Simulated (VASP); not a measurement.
# AgBiSCl2 (Cmcm) in VASP: further runs

Runs on AgBiSCl2. Level: LDA. Tasks: single point.

Everything below comes from runs of VASP 6.6.1. Logs are shortened: lines on timing, memory, paths and dates and some standing lists are left out, and cuts for length are marked.

### 1 The cell of the first run

It takes space group Cmcm (No. 63, orthorhombic). Conventional cell: a = 3.931 Å, b = 13.574 Å, c = 8.735 Å, α = 90.00°, β = 90.00°, γ = 90.00°. Cl (site symmetry m) has 3 Bi at 2.82 to 3.15 Å and 2 Ag at 2.94 Å and 3 Cl at 3.28 to 3.39 Å and 2 S at 3.51 Å within 3.7 Å. Within 3.5 Å of Bi (site symmetry m2m) lie 2 S at 2.62 Å and 6 Cl at 2.82 to 3.15 Å. Ag (site symmetry 2/m) has 2 S at 2.44 Å and 4 Cl at 2.94 Å within 3.2 Å. S (site symmetry m2m) has 2 Ag at 2.44 Å and 2 Bi at 2.62 Å within 3.2 Å.

### 2 Single point, LDA

Input file INCAR:

```
PREC     = Accurate       # precision mode
ENCUT    = 520            # plane-wave cutoff, eV
EDIFF    = 1E-6           # SCF threshold, eV
ISMEAR   = 1              # smearing method
SIGMA    = 0.0415         # smearing width, eV
LREAL    = False          # projectors in reciprocal space
LASPH    = True           # aspherical terms in the spheres
NELM     = 100            # most SCF steps
ALGO     = Normal         # electronic algorithm
ISIF     = 2              # what is computed and relaxed
LWAVE    = False          # write WAVECAR
LCHARG   = False          # write CHGCAR
GGA      = CA             # functional
NBANDS   = 57             # bands
```

Input file KPOINTS:

```
regular mesh
0
Gamma
  5 5 2
```

Input file POSCAR:

```
AgBiSCl2
1.0
    3.9309510000      0.0000000000      0.0000000000
    1.9654750000     -6.7868540000      0.0000000000
    0.0000000000      0.0000000000     -8.7350060000
Cl Bi Ag S
4 2 2 2
Direct
    0.3437800000      0.3124400000      0.4378500000
    0.6562200000      0.6875600000      0.9378500000
    0.6562200000      0.6875600000      0.5621500000
    0.3437800000      0.3124400000      0.0621500000
    0.2915200000      0.4169600000      0.7500000000
    0.7084800000      0.5830400000      0.2500000000
    0.0000000000      0.0000000000      0.5000000000
    0.0000000000      0.0000000000      0.0000000000
    0.9190300000      0.1619400000      0.7500000000
    0.0809700000      0.8380600000      0.2500000000
```

Potentials or basis: VASP PAW LDA potentials, release 64 (Cl, Bi_d, Ag, S).

The run is started by

```
cat potpaw_LDA.64/Cl/POTCAR potpaw_LDA.64/Bi_d/POTCAR potpaw_LDA.64/Ag/POTCAR potpaw_LDA.64/S/POTCAR > POTCAR
mpirun -np 1 vasp_std > vasp.out
```

OUTCAR:

```text
PREC = Accurate
   ENCUT = 520
   EDIFF = 1E-6
   ISMEAR = 1
   LREAL = False
   LASPH = True
   NELM = 100
   ISIF = 2
   GGA = CA

 ion  position               nearest neighbor table
   1  0.344  0.312  0.438-   5 2.82   7 2.94   7 2.94   6 3.15   6 3.15
   2  0.656  0.688  0.938-   6 2.82   8 2.94   8 2.94   5 3.15   5 3.15
   3  0.656  0.688  0.562-   6 2.82   7 2.94   7 2.94   5 3.15   5 3.15
   4  0.344  0.312  0.062-   5 2.82   8 2.94   8 2.94   6 3.15   6 3.15
   5  0.292  0.417  0.750-   9 2.62   9 2.62   4 2.82   1 2.82   2 3.15   3 3.15   2 3.15   3 3.15

   6  0.708  0.583  0.250-  10 2.62  10 2.62   2 2.82   3 2.82   1 3.15   4 3.15   1 3.15   4 3.15

   7  0.000  0.000  0.500-   9 2.44  10 2.44   1 2.94   3 2.94   3 2.94   1 2.94
   8  0.000  0.000  0.000-   9 2.44  10 2.44   2 2.94   4 2.94   2 2.94   4 2.94
   9  0.919  0.162  0.750-   7 2.44   8 2.44   5 2.62   5 2.62
  10  0.081  0.838  0.250-   7 2.44   8 2.44   6 2.62   6 2.62

  LATTYP: Found a base centered orthorhombic cell.
 ALAT       =     3.9309510000
 B/A-ratio  =     3.4530341386
 C/A-ratio  =     2.2221101204

  Lattice vectors:

 A1 = (   1.9654760000,   6.7868540000,   0.0000000000)
 A2 = (   1.9654750000,  -6.7868540000,   0.0000000000)
 A3 = (   0.0000000000,   0.0000000000,  -8.7350060000)

Analysis of symmetry for initial positions (statically):
=====================================================================
 Subroutine PRICEL returns:
 Original cell was already a primitive cell.

 Routine SETGRP: Setting up the symmetry group for a
 base centered orthorhombic supercell.

 Subroutine GETGRP returns: Found  8 space group operations
 (whereof  4 operations were pure point group operations)
 out of a pool of  8 trial point group operations.

The static configuration has the point symmetry C_2h.
 The point group associated with its full space group is D_2h.

Analysis of symmetry for dynamics (positions and initial velocities):
=====================================================================
 Subroutine PRICEL returns:
 Original cell was already a primitive cell.

 Routine SETGRP: Setting up the symmetry group for a
 base centered orthorhombic supercell.

 Subroutine GETGRP returns: Found  8 space group operations
 (whereof  4 operations were pure point group operations)
 out of a pool of  8 trial point group operations.

The dynamic configuration has the point symmetry C_2h.
 The point group associated with its full space group is D_2h.

 Subroutine INISYM returns: Found  8 space group operations
 (whereof  4 operations are pure point group operations),
 and found     1 'primitive' translations

----------------------------------------------------------------------------------------

                                     Primitive cell

  volume of cell :     233.0394

  direct lattice vectors                    reciprocal lattice vectors
     3.930951000  0.000000000  0.000000000     0.254391367  0.073671818  0.000000000
     1.965475000 -6.786854000  0.000000000     0.000000000 -0.147343674  0.000000000
     0.000000000  0.000000000 -8.735006000     0.000000000  0.000000000 -0.114481890

  length of vectors
     3.930951000  7.065725666  8.735006000     0.264844303  0.147343674  0.114481890

  position of ions in fractional coordinates (direct lattice)
     0.343780000  0.312440000  0.437850000
     0.656220000  0.687560000  0.937850000
     0.656220000  0.687560000  0.562150000
     0.343780000  0.312440000  0.062150000
     0.291520000  0.416960000  0.750000000
     0.708480000  0.583040000  0.250000000
     0.000000000  0.000000000  0.500000000
     0.000000000  0.000000000  0.000000000
     0.919030000  0.161940000  0.750000000
     0.080970000  0.838060000  0.250000000

  ion indices of the primitive-cell ions
   primitive index   ion index
                 1           1
                 2           2
                 3           3
                 4           4
                 5           5
                 6           6
                 7           7
                 8           8
                 9           9
                10          10

----------------------------------------------------------------------------------------

 KPOINTS: regular mesh

Automatic generation of k-mesh.
 Grid dimensions read from file:
 generate k-points for:    5    5    2

 Generating k-lattice:

  Cartesian coordinates                     Fractional coordinates (reciprocal lattice)
     0.050878273  0.014734364  0.000000000     0.200000000  0.000000000  0.000000000
     0.000000000 -0.029468735  0.000000000     0.000000000  0.200000000  0.000000000
     0.000000000  0.000000000 -0.057240945     0.000000000  0.000000000  0.500000000

  Length of vectors
     0.052968861  0.029468735  0.057240945

  Shift w.r.t. Gamma in fractional coordinates (k-lattice)
     0.000000000  0.000000000  0.000000000

 Subroutine IBZKPT returns following result:
 ===========================================

 Found     18 irreducible k-points:

 Following reciprocal coordinates:
            Coordinates               Weight
  0.000000  0.000000  0.000000      1.000000
  0.200000  0.000000  0.000000      4.000000
  0.400000  0.000000  0.000000      4.000000
  0.000000  0.200000  0.000000      2.000000
  0.400000  0.200000  0.000000      2.000000
 -0.400000  0.200000  0.000000      4.000000
[... 10 lines left out ...]
  0.000000  0.400000  0.500000      2.000000
 -0.200000  0.400000  0.500000      2.000000
   k-points           NKPTS =     18   k-points in BZ     NKDIM =     18   number of bands    NBANDS=     57
   number of dos      NEDOS =    301   number of ions     NIONS =     10
   total plane-waves  NPLWV = 113400
   dimension x,y,z NGX =    30 NGY =   54 NGZ =   70
   dimension x,y,z NGXF=    60 NGYF=  108 NGZF=  140
   ions per type =               4   2   2   2
   NGX,Y,Z   is equivalent  to a cutoff of  12.69, 12.71, 13.32 a.u.
   NGXF,Y,Z  is equivalent  to a cutoff of  25.37, 25.41, 26.65 a.u.
 SYSTEM =  unknown system
   PREC   = accura    normal or accurate (medium, high low for compatibility)
   ISTART =      0    job   : 0-new  1-cont  2-samecut
   ICHARG =      2    charge: 1-file 2-atom 10-const
   ISPIN  =      1    spin polarized calculation?
   LNONCOLLINEAR =      F non collinear calculations
   LSORBIT =      F    spin-orbit coupling
   LASPH  =      T    aspherical Exc in radial PAW
   ENCUT  =  520.0 eV  38.22 Ry    6.18 a.u.   7.31 13.14 16.24*2*pi/ulx,y,z
   NELM   =    100;   NELMIN=  2; NELMDL= -5     # of ELM steps
   EDIFF  = 0.1E-05   stopping-criterion for ELM
   LREAL  =      F    real-space projection
   EDIFFG = 0.1E-04   stopping-criterion for IOM
   NSW    =      0    number of steps for IOM
   IBRION =     -1    ionic relax: 0-MD 1-quasi-New 2-CG
   NFREE  =      0    steps in history (QN), initial steepest desc. (CG)
   ISIF   =      2    stress and relaxation
   ISYM   =      2    0-nonsym 1-usesym 2-fastsym
   POTIM  = 0.5000    time-step for ionic-motion
   TEBEG  =    0.0;   TEEND  =   0.0 temperature during run
   PSTRESS=    0.0 pullay stress
   NELECT =      92.0000    total number of electrons
   NUPDOWN=      -1.0000    fix difference up-down
   EMIN   =  10.00;   EMAX   =-10.00  energy-range for DOS
   EFERMI =   0.00;   METHOD = LEGACY
   ISMEAR =     1;   SIGMA  =   0.04  broadening in eV -4-tet -1-fermi 0-gaus
   EFERMI_NEDOS =   21; number of points for ismear=-14 and -15
   IALGO  =     38    algorithm
   IMIX   =      4    mixing-type and parameters
     AMIX     =   0.40;   BMIX     =  1.00
     AMIX_MAG =   1.60;   BMIX_MAG =  1.00
  volume/ion in A,a.u.               =      23.30       157.26
  Fermi-wavevector in a.u.,A,eV,Ry     =   1.200958  2.269481 19.623670  1.442299
  Thomas-Fermi vector in A             =   2.336779
   LORBIT       =      0    0 simple, 1 ext, 2 COOP (PROOUT), +10 PAW based schemes
   GGA     = CA    functional components
   LHFCALC =     F    Hartree Fock is set to
   AEXX    =    0.0000 exact exchange contribution
   IVDW    =     0    specifies the selected vdW correction
   LEPSILON=     F    determine dielectric tensor
   LRPA    =     F    only Hartree local field effects (RPA)
 non-spin polarized calculation
 Methfessel and Paxton  Order N= 1 SIGMA  =   0.04
  energy-cutoff  :      520.00
  volume of cell :      233.04
 maximum number of plane-waves:      6306
 NGX is ok and might be reduce to    30
   NGX = 15   NGY = 27   NGZ = 33

 number of electron      92.0000004 magnetization

 Free energy of the ion-electron system (eV)
  ---------------------------------------------------
  ext. energy  EPLUGINS =         0.00000000
  ---------------------------------------------------
  free energy    TOTEN  =       -41.09362415 eV

  energy without entropy =      -41.09374373  energy(sigma->0) =      -41.09366401

 E-fermi :   4.5543     XC(G=0): -10.0944

 val. band max:        4.5201066498   @ k =   0.0000   0.4000   0.0000
 cond. band min:       5.5618466193   @ k =   0.0000   0.4000   0.0000
 fundamental gap:      1.0417399694
 Fermi energy:         4.5543228540

 k-point     1 :       0.0000    0.0000    0.0000
  band No.  band energies     occupation
      1     -18.7012      2.00000
      2     -18.7001      2.00000
      3     -18.6492      2.00000
      4     -18.6458      2.00000
      5     -18.6421      2.00000
      6     -18.6396      2.00000
[... 49 lines left out ...]
     56      10.2768      0.00000
     57      11.0279      0.00000

 k-point     2 :       0.2000    0.0000    0.0000
  band No.  band energies     occupation
      1     -18.6918      2.00000
      2     -18.6896      2.00000
      3     -18.6479      2.00000
      4     -18.6470      2.00000
      5     -18.6454      2.00000
      6     -18.6451      2.00000
[... 49 lines left out ...]
     56      10.9944      0.00000
     57      11.3429      0.00000

 k-point     3 :       0.4000    0.0000    0.0000
  band No.  band energies     occupation
      1     -18.6794      2.00000
      2     -18.6762      2.00000
      3     -18.6644      2.00000
      4     -18.6620      2.00000
      5     -18.6547      2.00000
      6     -18.6540      2.00000
[... 834 lines left out ...]
      1     -18.7007      2.00000
      2     -18.7007      2.00000
      3     -18.6474      2.00000
      4     -18.6474      2.00000
      5     -18.6409      2.00000
      6     -18.6409      2.00000
[... 49 lines left out ...]
     56       9.9237      0.00000
     57      11.2447      0.00000

 k-point    18 :      -0.2000    0.4000    0.5000
  band No.  band energies     occupation
      1     -18.6908      2.00000
      2     -18.6908      2.00000
      3     -18.6470      2.00000
      4     -18.6470      2.00000
      5     -18.6460      2.00000
      6     -18.6460      2.00000
[... 49 lines left out ...]
     56      10.3583      0.00000
     57      11.3581      0.00000

------------------------ aborting loop because EDIFF is reached ----------------------------------------

  FORCE on cell =-STRESS in cart. coord.  units (eV):
  Direction    XX          YY          ZZ          XY          YZ          ZX
  --------------------------------------------------------------------------------------
  -------------------------------------------------------------------------------------
  Total       -0.7995818     -1.9082571     -5.0373470     -0.0000001      0.0000000      0.0000000
  in kB       -5.4972333    -13.1195252    -34.6324412     -0.0000010      0.0000000      0.0000000
  external PRESSURE =     -17.7497332 kB  Pullay stress =       0.0000000 kB

 VOLUME and BASIS-vectors are now :
 -----------------------------------------------------------------------------
  energy-cutoff  :      520.00
  volume of cell :      233.04
      direct lattice vectors                 reciprocal lattice vectors
     3.930951000  0.000000000  0.000000000     0.254391367  0.073671818  0.000000000
     1.965475000 -6.786854000  0.000000000     0.000000000 -0.147343674  0.000000000
     0.000000000  0.000000000 -8.735006000     0.000000000  0.000000000 -0.114481890

 POSITION                                       TOTAL-FORCE (eV/Angst)
 -----------------------------------------------------------------------------------
      1.96548     -2.12048     -3.82462         0.000000      0.035351     -0.042384
      3.93095     -4.66637     -8.19213        -0.000000     -0.035351     -0.042384
      3.93095     -4.66637     -4.91038        -0.000000     -0.035351      0.042384
      1.96548     -2.12048     -0.54288         0.000000      0.035351      0.042384
      1.96548     -2.82985     -6.55125        -0.000000     -0.535696     -0.000000
      3.93095     -3.95701     -2.18375         0.000000      0.535696     -0.000000
      0.00000      0.00000     -4.36750        -0.000000      0.000000     -0.000000
      0.00000      0.00000      0.00000         0.000000      0.000000     -0.000000
      3.93095     -1.09906     -6.55125         0.000000      0.608572     -0.000000
      1.96548     -5.68779     -2.18375        -0.000000     -0.608572     -0.000000
 -----------------------------------------------------------------------------------
    total drift:                                0.000000      0.000000     -0.000000

  FREE ENERGIE OF THE ION-ELECTRON SYSTEM (eV)
  ---------------------------------------------------
  free  energy   TOTEN  =       -41.0936241488 eV

  energy  without entropy=      -41.0937437307  energy(sigma->0) =      -41.09366401
```

It took 1.9 min on 1 thread of AMD EPYC 9R45 (Zen 5), shared host; peak memory 0.36 GiB.

Results:

| Property | Result |
| --- | --- |
| Free energy | -41.0936 eV |
| Pressure | -1.8 GPa |
| Largest force | 0.609 eV/Å |
| Band gap on the k mesh | 1.04 eV |

Forces in eV/Å, atoms in the order of the input:
```
Cl   0.000  0.035 -0.042
Cl   0.000 -0.035 -0.042
Cl   0.000 -0.035  0.042
Cl   0.000  0.035  0.042
Bi   0.000 -0.536  0.000
Bi   0.000  0.536  0.000
Ag   0.000  0.000  0.000
Ag   0.000  0.000  0.000
S    0.000  0.609  0.000
S    0.000 -0.609  0.000
```

Levels at points of the mesh, in eV from the valence-band top:
```
           k point  band 43  band 44  band 45  band 46  band 47  band 48  band 49  band 50
(0.00, 0.00, 0.00)    -1.65    -1.39    -1.03    -0.64     1.20     2.13     2.85     2.90
(0.00, 0.00, 0.50)    -1.53    -1.53    -0.86    -0.86     1.88     1.88     2.49     2.49
```

Caveat: spin-orbit coupling is left out, which moves the levels of the heavy elements.

### 3 Single point, LDA

Input file INCAR:

```
SYSTEM = AgBiSCl2
PREC = Accurate
ENCUT = 520
EDIFF = 1E-6
ISMEAR = 1
SIGMA = 0.0415
LREAL = .FALSE.
LASPH = .TRUE.
NELM = 60
ALGO = Normal
ISIF = 2
LWAVE = .FALSE.
LCHARG = .FALSE.
GGA = CA
NBANDS = 57
```

Input file KPOINTS:

```
Automatic mesh
0
G
  5 5 2
  0 0 0
```

POSCAR is that of step 2.

Potentials or basis: VASP PAW LDA potentials, release 64 (Cl, Bi_d, Ag, S).

The run is started by

```
cat potpaw_LDA.64/Cl/POTCAR potpaw_LDA.64/Bi_d/POTCAR potpaw_LDA.64/Ag/POTCAR potpaw_LDA.64/S/POTCAR > POTCAR
mpirun -np 1 vasp_std > vasp.out
```

It took 1.9 min on 1 thread of AMD EPYC 9R45 (Zen 5), shared host; peak memory 0.36 GiB.

The run converged. Its results:

- Free energy: -41.0936 eV
- Pressure: -1.8 GPa
- Largest force: 0.609 eV/Å
- Band gap on the k mesh: 1.04 eV

Forces on the atoms (eV/Å):
```
Cl   0.000  0.035 -0.042
Cl   0.000 -0.035 -0.042
Cl   0.000 -0.035  0.042
Cl   0.000  0.035  0.042
Bi   0.000 -0.536  0.000
Bi   0.000  0.536  0.000
Ag   0.000  0.000  0.000
Ag   0.000  0.000  0.000
S    0.000  0.609  0.000
S    0.000 -0.609  0.000
```

Stress tensor (GPa, compression positive):
```
-0.55  0.00  0.00
 0.00 -1.31  0.00
 0.00  0.00 -3.46
```

Levels at points of the mesh, in eV from the valence-band top:
| k point | band 43 | band 44 | band 45 | band 46 | band 47 | band 48 | band 49 | band 50 |
| --- | --- | --- | --- | --- | --- | --- | --- | --- |
| (0.00, 0.00, 0.00) | -1.65 | -1.39 | -1.03 | -0.64 | 1.20 | 2.13 | 2.85 | 2.90 |
| (0.00, 0.00, 0.50) | -1.53 | -1.53 | -0.86 | -0.86 | 1.88 | 1.88 | 2.49 | 2.49 |

Caveat: spin-orbit coupling is left out, which moves the levels of the heavy elements.

[end of part 1 of 2]
